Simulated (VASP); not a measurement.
The system is BaTe.

```xyz
2
Lattice="0.0000 3.9142 3.9142 3.9142 0.0000 3.9142 3.9142 3.9142 0.0000" Properties=species:S:1:pos:R:3 pbc="T T T"
Ba    0.0000    0.0000    0.0000
Te    1.9571    1.9571    1.9571
```

Base run:

* Program: VASP 6.6.1
* Functional: r2SCAN
* Potentials or basis: VASP PAW PBE potentials, release 64 (Ba_sv, Te)
* Cutoff: 520 eV
* k mesh: 6 × 6 × 6
* Occupations: gaussian, width 0.01 eV
* Spin: no spin polarisation

Its results: band gap on the k mesh 2.95 eV (least direct gap 3.19 eV); pressure 0.2 GPa.

Q: After a change of settings the same cell gave: band gap on the k mesh 2.31 eV (least direct gap 2.74 eV); pressure -1.3 GPa. Which change was it?
A. occupations from gaussian, width 0.01 eV to fermi-dirac, width 0.02 eV; further incar settings from ALGO = Normal; EDIFF = 1e-07; NBANDS = 15 to ALGO = Normal; EDIFF = 1e-06; NBANDS = 15
B. functional from r2SCAN to LDA; potentials or basis from VASP PAW PBE potentials, release 64 (Ba_sv, Te) to VASP PAW LDA potentials, release 64 (Ba_sv, Te)
C. functional from r2SCAN to PBE; k mesh from 6 × 6 × 6 to 4 × 4 × 4

A: B.

Caveats: spin-orbit coupling is left out, which moves the levels of the heavy elements; the PAW data sets were made with another functional, which shifts forces and pressure a little (at least some runs).
